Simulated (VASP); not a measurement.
# Dy (Fm-3m) in VASP: a series of runs

Dy is run at these levels: PBE, r2SCAN; tasks: single point.

Program: VASP 6.6.1. These are calculated values, not measurements. Logs are shortened: lines on timing, memory, paths and dates and some standing lists are left out, and cuts for length are marked.

## Step 1: The cell of the first run

Symmetry: Fm-3m, No. 225, cubic system. The conventional cell has a = 5.035 Å, b = 5.035 Å, c = 5.035 Å, α = 90.00°, β = 90.00°, γ = 90.00°. Dy (site symmetry m-3m) has 12 Dy at 3.56 Å within 4.7 Å.

This isn't the form of Dy at room conditions, which is hcp.

## Step 2: Single point, PBE, collinear spin, ferromagnetic start (31.90 Å³/atom)

File INCAR:

```
SYSTEM = Dy
ALGO = Normal ; EDIFF = 1E-6
ENCUT = 600 ; GGA = PE
GGA_COMPAT = .False. ; ISIF = 2
ISMEAR = 0 ; ISPIN = 2
LASPH = .True. ; LCHARG = .False.
LMAXMIX = 6 ; LORBIT = 11
LREAL = .False. ; LWAVE = .False.
MAGMOM = 5.17 ; NBANDS = 20
NELM = 200 ; PREC = Accurate
SIGMA = 0.05
```

File KPOINTS:

```
k-points
0
Gamma
  8 8 8
  0 0 0
```

File POSCAR:

```
Dy
1.0
    0.0000000000      2.5172590948      2.5172590948
    2.5172590948      0.0000000000      2.5172590948
    2.5172590948      2.5172590948      0.0000000000
Dy
1
Direct
    0.0000000000      0.0000000000      0.0000000000
```

Potentials or basis: VASP PAW PBE potentials, release 64 (Dy).

Started as:

```console
$ cat potpaw_PBE.64/Dy/POTCAR > POTCAR
$ mpirun -np 1 vasp_std > vasp.out
```

OUTCAR:

```text
SYSTEM = Dy
   EDIFF = 1E-6
   ENCUT = 600
   GGA = PE
   ISIF = 2
   ISMEAR = 0
   ISPIN = 2
   LASPH = .True.
   LORBIT = 11
   LREAL = .False.
   NELM = 200
   PREC = Accurate

 ion  position               nearest neighbor table
   1  0.000  0.000  0.000-

  LATTYP: Found a face centered cubic cell.
 ALAT       =     5.0345181896

  Lattice vectors:

 A1 = (   0.0000000000,   2.5172590948,   2.5172590948)
 A2 = (   2.5172590948,   0.0000000000,   2.5172590948)
 A3 = (   2.5172590948,   2.5172590948,   0.0000000000)

Analysis of symmetry for initial positions (statically):
=====================================================================
 Subroutine PRICEL returns:
 Original cell was already a primitive cell.

 Routine SETGRP: Setting up the symmetry group for a
 face centered cubic supercell.

 Subroutine GETGRP returns: Found 48 space group operations
 (whereof 48 operations were pure point group operations)
 out of a pool of 48 trial point group operations.

The static configuration has the point symmetry O_h .

Analysis of symmetry for dynamics (positions and initial velocities):
=====================================================================
 Subroutine PRICEL returns:
 Original cell was already a primitive cell.

 Routine SETGRP: Setting up the symmetry group for a
 face centered cubic supercell.

 Subroutine GETGRP returns: Found 48 space group operations
 (whereof 48 operations were pure point group operations)
 out of a pool of 48 trial point group operations.

The dynamic configuration has the point symmetry O_h .

Analysis of structural, dynamic, and magnetic symmetry:
=====================================================================
 Subroutine PRICEL returns:
 Original cell was already a primitive cell.

 Routine SETGRP: Setting up the symmetry group for a
 face centered cubic supercell.

 Subroutine GETGRP returns: Found 48 space group operations
 (whereof 48 operations were pure point group operations)
 out of a pool of 48 trial point group operations.

The overall configuration has the point symmetry O_h .

 Subroutine INISYM returns: Found 48 space group operations
 (whereof 48 operations are pure point group operations),
 and found     1 'primitive' translations

----------------------------------------------------------------------------------------

                                     Primitive cell

  volume of cell :      31.9017

  direct lattice vectors                    reciprocal lattice vectors
     0.000000000  2.517259095  2.517259095    -0.198628739  0.198628739  0.198628739
     2.517259095  0.000000000  2.517259095     0.198628739 -0.198628739  0.198628739
     2.517259095  2.517259095  0.000000000     0.198628739  0.198628739 -0.198628739

  length of vectors
     3.559941952  3.559941952  3.559941952     0.344035068  0.344035068  0.344035068

  position of ions in fractional coordinates (direct lattice)
     0.000000000  0.000000000  0.000000000

  ion indices of the primitive-cell ions
   primitive index   ion index
                 1           1

----------------------------------------------------------------------------------------

 KPOINTS: k-points

Automatic generation of k-mesh.
 Grid dimensions read from file:
 generate k-points for:    8    8    8

 Generating k-lattice:

  Cartesian coordinates                     Fractional coordinates (reciprocal lattice)
    -0.024828592  0.024828592  0.024828592     0.125000000  0.000000000  0.000000000
     0.024828592 -0.024828592  0.024828592     0.000000000  0.125000000  0.000000000
     0.024828592  0.024828592 -0.024828592     0.000000000  0.000000000  0.125000000

  Length of vectors
     0.043004383  0.043004383  0.043004383

  Shift w.r.t. Gamma in fractional coordinates (k-lattice)
     0.000000000  0.000000000  0.000000000

 Subroutine IBZKPT returns following result:
 ===========================================

 Found     29 irreducible k-points:

 Following reciprocal coordinates:
            Coordinates               Weight
  0.000000  0.000000  0.000000      1.000000
  0.125000  0.000000  0.000000      8.000000
  0.250000  0.000000  0.000000      8.000000
  0.375000  0.000000  0.000000      8.000000
  0.500000  0.000000  0.000000      4.000000
  0.125000  0.125000  0.000000      6.000000
[... 16 lines left out ...]
  0.500000  0.250000  0.125000     48.000000
 -0.375000  0.250000  0.125000     24.000000
 [... further k-points ...]
   k-points           NKPTS =     29   k-points in BZ     NKDIM =     29   number of bands    NBANDS=     20
   number of dos      NEDOS =    301   number of ions     NIONS =      1
   total plane-waves  NPLWV =  21952
   dimension x,y,z NGX =    28 NGY =   28 NGZ =   28
   dimension x,y,z NGXF=    56 NGYF=   56 NGZF=   56
   ions per type =               1
   NGX,Y,Z   is equivalent  to a cutoff of  13.08, 13.08, 13.08 a.u.
   NGXF,Y,Z  is equivalent  to a cutoff of  26.15, 26.15, 26.15 a.u.
 SYSTEM =  Dy
   PREC   = accura    normal or accurate (medium, high low for compatibility)
   ISTART =      0    job   : 0-new  1-cont  2-samecut
   ICHARG =      2    charge: 1-file 2-atom 10-const
   ISPIN  =      2    spin polarized calculation?
   LNONCOLLINEAR =      F non collinear calculations
   LSORBIT =      F    spin-orbit coupling
   LASPH  =      T    aspherical Exc in radial PAW
   ENCUT  =  600.0 eV  44.10 Ry    6.64 a.u.   7.11  7.11  7.11*2*pi/ulx,y,z
   NELM   =    200;   NELMIN=  2; NELMDL= -5     # of ELM steps
   EDIFF  = 0.1E-05   stopping-criterion for ELM
   LREAL  =      F    real-space projection
[... 7 lines left out ...]
   TEBEG  =    0.0;   TEEND  =   0.0 temperature during run
   PSTRESS=    0.0 pullay stress
   NELECT =      20.0000    total number of electrons
   NUPDOWN=      -1.0000    fix difference up-down
   EMIN   =  10.00;   EMAX   =-10.00  energy-range for DOS
   EFERMI =   0.00;   METHOD = LEGACY
   ISMEAR =     0;   SIGMA  =   0.05  broadening in eV -4-tet -1-fermi 0-gaus
   EFERMI_NEDOS =   21; number of points for ismear=-14 and -15
   IALGO  =     38    algorithm
   IMIX   =      4    mixing-type and parameters
     AMIX     =   0.40;   BMIX     =  1.00
     AMIX_MAG =   1.60;   BMIX_MAG =  1.00
  volume/ion in A,a.u.               =      31.90       215.28
  Fermi-wavevector in a.u.,A,eV,Ry     =   1.401136  2.647763 26.710708  1.963182
  Thomas-Fermi vector in A             =   2.524027
   LORBIT       =     11    0 simple, 1 ext, 2 COOP (PROOUT), +10 PAW based schemes
   GGA     = PE    functional components
   LHFCALC =     F    Hartree Fock is set to
   AEXX    =    0.0000 exact exchange contribution
   IVDW    =     0    specifies the selected vdW correction
   LEPSILON=     F    determine dielectric tensor
   LRPA    =     F    only Hartree local field effects (RPA)
 spin polarized calculation
 Gauss-broadening in eV      SIGMA  =   0.05
  energy-cutoff  :      600.00
  volume of cell :       31.90
 maximum number of plane-waves:      1090
   NGX = 15   NGY = 15   NGZ = 15

 number of electron      19.9999998 magnetization       4.8206137

 Free energy of the ion-electron system (eV)
  ---------------------------------------------------
  ext. energy  EPLUGINS =         0.00000000
  ---------------------------------------------------
  free energy    TOTEN  =        -7.78966498 eV

  energy without entropy =       -7.77291749  energy(sigma->0) =       -7.78129123

 E-fermi :   2.6826     XC(G=0): -10.0954

 val. band max:        2.6806671513   @ k =   0.5000   0.3750   0.1250
 cond. band min:       2.6832427860   @ k =   0.3750   0.2500   0.1250
 fundamental gap:      0.0025756347
 Fermi energy:         2.6825970056

 spin component 1

 k-point     1 :       0.0000    0.0000    0.0000
  band No.  band energies     occupation
      1     -44.3975      1.00000
      2     -19.8855      1.00000
      3     -19.8855      1.00000
      4     -19.8855      1.00000
      5      -2.3761      1.00000
      6      -0.8353      1.00000
[... 12 lines left out ...]
     19      15.7203      0.00000
     20      15.7203      0.00000

 k-point     2 :       0.1250    0.0000    0.0000
  band No.  band energies     occupation
      1     -44.3897      1.00000
      2     -19.9899      1.00000
      3     -19.8987      1.00000
      4     -19.8987      1.00000
      5      -1.9554      1.00000
      6      -0.8547      1.00000
[... 12 lines left out ...]
     19      14.2604      0.00000
     20      16.5660      0.00000
[... 465 lines left out ...]
      3     -20.1295      1.00000
      4     -20.0101      1.00000
      5      -0.9563      1.00000
      6      -0.9282      1.00000
[... 12 lines left out ...]
     19      14.6212      0.00000
     20      14.8575      0.00000

 k-point    24 :      -0.3750    0.2500    0.1250
  band No.  band energies     occupation
      1     -44.3348      1.00000
      2     -20.4660      1.00000
      3     -20.1529      1.00000
      4     -20.0309      1.00000
      5      -0.9634      1.00000
      6      -0.9440      1.00000
[... 12 lines left out ...]
     19      14.3976      0.00000
     20      15.0854      0.00000

 [... further k-points ...]

 spin component 2

 k-point     1 :       0.0000    0.0000    0.0000
  band No.  band energies     occupation
      1     -42.3154      1.00000
      2     -18.3488      1.00000
      3     -18.3487      1.00000
      4     -18.3487      1.00000
      5      -2.0311      1.00000
      6       2.0941      1.00000
[... 12 lines left out ...]
     19      15.9856      0.00000
     20      15.9856      0.00000

 k-point     2 :       0.1250    0.0000    0.0000
  band No.  band energies     occupation
      1     -42.3061      1.00000
      2     -18.4702      1.00000
      3     -18.3636      1.00000
      4     -18.3636      1.00000
      5      -1.5957      1.00000
      6       2.0963      1.00000
[... 12 lines left out ...]
     19      14.5229      0.00000
     20      16.8653      0.00000
[... 465 lines left out ...]
      3     -18.6278      1.00000
      4     -18.4898      1.00000
      5       1.5279      1.00000
      6       2.2375      1.00000
[... 12 lines left out ...]
     19      15.0387      0.00000
     20      15.5559      0.00000

 k-point    24 :      -0.3750    0.2500    0.1250
  band No.  band energies     occupation
      1     -42.2415      1.00000
      2     -19.0160      1.00000
      3     -18.6547      1.00000
      4     -18.5134      1.00000
      5       2.0027      1.00000
      6       2.2912      1.00000
[... 12 lines left out ...]
     19      14.8456      0.00000
     20      15.8509      0.00000

 [... further k-points ...]

------------------------ aborting loop because EDIFF is reached ----------------------------------------

  FORCE on cell =-STRESS in cart. coord.  units (eV):
  Direction    XX          YY          ZZ          XY          YZ          ZX
  --------------------------------------------------------------------------------------
  -------------------------------------------------------------------------------------
  Total        0.1431079      0.1431079      0.1431079      0.0000000      0.0000000      0.0000000
  in kB        7.1872096      7.1872096      7.1872096      0.0000000      0.0000000      0.0000000
  external PRESSURE =       7.1872096 kB  Pullay stress =       0.0000000 kB

 VOLUME and BASIS-vectors are now :
 -----------------------------------------------------------------------------
  energy-cutoff  :      600.00
  volume of cell :       31.90
      direct lattice vectors                 reciprocal lattice vectors
     0.000000000  2.517259095  2.517259095    -0.198628739  0.198628739  0.198628739
     2.517259095  0.000000000  2.517259095     0.198628739 -0.198628739  0.198628739
     2.517259095  2.517259095  0.000000000     0.198628739  0.198628739 -0.198628739

 POSITION                                       TOTAL-FORCE (eV/Angst)
 -----------------------------------------------------------------------------------
      0.00000      0.00000      0.00000        -0.000000     -0.000000     -0.000000
 -----------------------------------------------------------------------------------
    total drift:                               -0.000000     -0.000000     -0.000000

  FREE ENERGIE OF THE ION-ELECTRON SYSTEM (eV)
  ---------------------------------------------------
  free  energy   TOTEN  =        -7.7896649791 eV

  energy  without entropy=       -7.7729174900  energy(sigma->0) =       -7.78129123

 total charge

# of ion       s       p       d       f       tot
--------------------------------------------------
    1        2.167   5.802   0.529   9.266  17.763

 magnetization (x)

# of ion       s       p       d       f       tot
--------------------------------------------------
    1        0.010  -0.050   0.096   4.582   4.638
```

Run time: 89 s. Hardware: 1 thread of Intel Xeon 8259CL, shared host; peak memory 0.21 GiB.

Results:

```
Free energy                                           : -7.7897 eV
Pressure                                              : 0.7 GPa
Net moment                                            : 4.82 μB per cell
Site moments                                          : Dy +4.64 μB
Valence electrons inside the program's atomic spheres : Dy 17.76
```

Levels at points of the mesh, in eV from the Fermi level:
Spin up:
```
           k point  band 9  band 10  band 11  band 12  band 13  band 14  band 15  band 16
(0.00, 0.00, 0.00)   -3.23    -3.23    -3.23    -2.84     2.08     2.08     2.08     4.41
(0.50, 0.00, 0.00)   -3.14    -3.14    -2.71    -2.15     1.03     1.88     1.88     6.19
(0.50, 0.50, 0.00)   -3.15    -3.15    -2.66    -1.83    -0.88     2.58     6.19     6.72
```
Spin down:
| k point | band 5 | band 6 | band 7 | band 8 | band 9 | band 10 |
| --- | --- | --- | --- | --- | --- | --- |
| (0.00, 0.00, 0.00) | -4.71 | -0.59 | -0.07 | -0.07 | -0.07 | 0.93 |
| (0.50, 0.00, 0.00) | -1.72 | -0.42 | -0.17 | 0.06 | 0.06 | 0.73 |
| (0.50, 0.50, 0.00) | -1.55 | -0.42 | -0.32 | -0.04 | 0.05 | 0.05 |

Caveat: the magnetic or orbital state may not be the lowest; spin-orbit coupling is left out, which moves the levels of the heavy elements; semilocal functionals describe open f shells poorly, which spoils levels, moments and volumes. The state reached can hang on the start; a lower one may exist.

## Step 3: Single point, PBE, collinear spin, ferromagnetic start (34.05 Å³/atom)

This run uses another cell than the first one, of 34.05 Å³/atom.

File INCAR:

```
SYSTEM = Dy
ALGO = Normal
EDIFF = 1E-6
ENCUT = 600
GGA = PE
GGA_COMPAT = .FALSE.
ISIF = 2
ISMEAR = 0
ISPIN = 2
LASPH = .TRUE.
LCHARG = .FALSE.
LMAXMIX = 6
LORBIT = 11
LREAL = .FALSE.
LWAVE = .FALSE.
MAGMOM = 5.16
NBANDS = 20
NELM = 200
PREC = Accurate
SIGMA = 0.05
```

File KPOINTS:

```
k-points
0
G
  8 8 8
  0 0 0
```

File POSCAR:

```
Dy
1.0
    0.0000000000      2.5724410712      2.5724410712
    2.5724410712      0.0000000000      2.5724410712
    2.5724410712      2.5724410712      0.0000000000
Dy
1
Direct
    0.0000000000      0.0000000000      0.0000000000
```

Potentials or basis: VASP PAW PBE potentials, release 64 (Dy).

Started as:

```console
$ cat potpaw_PBE.64/Dy/POTCAR > POTCAR
$ mpirun -np 1 vasp_std > vasp.out
```

Wall time 2 min (1 thread of Intel Xeon 8259CL, shared host); peak memory 0.23 GiB.

Results (log left out):

- Free energy: -7.7882 eV
- Pressure: -0.9 GPa
- Net moment: 4.81 μB per cell
- Site moments: Dy +4.61 μB
- Valence electrons inside the program's atomic spheres: Dy 17.74

Levels at points of the mesh, in eV from the Fermi level:
Spin up:
```csv
k point,band 8,band 9,band 10,band 11,band 12,band 13,band 14,band 15,band 16,band 17
"(0.00, 0.00, 0.00)",-3.50,-3.19,-3.19,-3.19,-2.80,2.02,2.02,2.02,4.18,4.18
"(0.50, 0.00, 0.00)",-3.23,-3.12,-3.12,-2.68,-2.08,0.79,1.83,1.83,5.83,5.83
"(0.50, 0.50, 0.00)",-3.16,-3.13,-3.13,-2.64,-1.71,-0.76,2.24,5.83,6.32,6.32
```
Spin down:
```
           k point  band 5  band 6  band 7  band 8  band 9  band 10
(0.00, 0.00, 0.00)   -4.63   -0.57   -0.06   -0.06   -0.06     0.92
(0.50, 0.00, 0.00)   -1.66   -0.42   -0.16    0.06    0.06     0.75
(0.50, 0.50, 0.00)   -1.41   -0.33   -0.31   -0.04    0.05     0.05
```

Caveat: the magnetic or orbital state may not be the lowest; spin-orbit coupling is left out, which moves the levels of the heavy elements; semilocal functionals describe open f shells poorly, which spoils levels, moments and volumes.

## Step 4: Single point, r2SCAN, collinear spin, ferromagnetic start

This run uses another cell than the first one, of 34.05 Å³/atom.

POSCAR is that of step 3.

File INCAR.step1:

```
PREC = Accurate ; ENCUT = 800
ISMEAR = 0 ; SIGMA = 0.05
LREAL = F ; LASPH = T
NELM = 200 ; ISPIN = 2
MAGMOM = 5 ; LMAXMIX = 6
NBANDS = 20 ; GGA = PE
ALGO = Normal ; EDIFF = 1E-5
LWAVE = T ; LCHARG = F
GGA_COMPAT = F
```

File INCAR.step2:

```
PREC = Accurate ; ENCUT = 800
EDIFF = 1E-6 ; ISMEAR = 0
SIGMA = 0.05 ; LREAL = F
LASPH = T ; NELM = 200
ALGO = Normal ; ISIF = 2
LWAVE = F ; LCHARG = F
ISPIN = 2 ; MAGMOM = 5
LORBIT = 11 ; LMAXMIX = 6
METAGGA = R2SCAN ; LMIXTAU = T
NBANDS = 20 ; ISTART = 1
GGA_COMPAT = F
```

File KPOINTS:

```
regular mesh
0
Gamma
  14 14 14
```

Started as:

```console
$ cat potpaw_PBE.64/Dy/POTCAR > POTCAR
$ cp INCAR.step1 INCAR
$ mpirun -np 1 vasp_std > vasp.out
$ cp INCAR.step2 INCAR
$ mpirun -np 1 vasp_std > vasp.out
```

Run time: 26 min. Hardware: 1 thread of Intel Xeon 8259CL, shared host; peak memory 0.44 GiB.

It converged, with:

```yaml
Free_energy: -37.4195 eV
Pressure: -0.9 GPa
Net_moment: 5.23 μB per cell
Site_moments: Dy +4.80 μB
Valence_electrons_inside_the_program's_atomic_spheres: Dy 17.66
```

Levels at points of the mesh, in eV from the Fermi level:
Spin up:
```
           k point  band 11  band 12  band 13  band 14  band 15  band 16
(0.00, 0.00, 0.00)    -4.17    -3.56     1.92     1.92     1.92     4.23
(0.50, 0.00, 0.00)    -3.45    -2.51     0.37     1.77     1.77     5.84
(0.50, 0.50, 0.00)    -3.40    -1.90    -1.16     1.76     5.87     6.29
```
Spin down:
```tsv
k point	band 4	band 5	band 6	band 7	band 8	band 9	band 10	band 11
(0.00, 0.00, 0.00)	-22.18	-4.64	-1.26	-0.06	-0.06	-0.06	2.09	2.09
(0.50, 0.00, 0.00)	-22.26	-1.40	-1.12	-0.20	0.07	0.07	1.25	1.89
(0.50, 0.50, 0.00)	-22.40	-1.58	-1.05	-0.02	-0.01	0.05	0.05	1.88
```

Caveat: the magnetic or orbital state may not be the lowest; the PAW data sets were made with another functional, which shifts forces and pressure a little; spin-orbit coupling is left out, which moves the levels of the heavy elements; semilocal functionals describe open f shells poorly, which spoils levels, moments and volumes. The state reached can hang on the start; a lower one may exist.

## Step 5: Summary

```csv
level,cell,k mesh,cutoff (eV),gap on the mesh (eV),pressure (GPa),moment (μB)
PBE,"a = 3.560 Å, angles 60.0°, 1 atom",8 × 8 × 8,600,none,0.7,4.82
PBE,"a = 3.638 Å, angles 60.0°, 1 atom",8 × 8 × 8,600,none,-0.9,4.81
r2SCAN,"a = 3.638 Å, angles 60.0°, 1 atom",14 × 14 × 14,800,none,-0.9,5.23
```

Alike in all rows: task single point; potentials or basis VASP PAW PBE potentials, release 64 (Dy); spin collinear, ferromagnetic start; smearing gaussian 0.05 eV.

Caveats: the magnetic or orbital state may not be the lowest; spin-orbit coupling is left out, which moves the levels of the heavy elements; semilocal functionals describe open f shells poorly, which spoils levels, moments and volumes; the PAW data sets were made with another functional, which shifts forces and pressure a little (at least some runs).

Absolute energies hang on the potentials; compare differences alone.
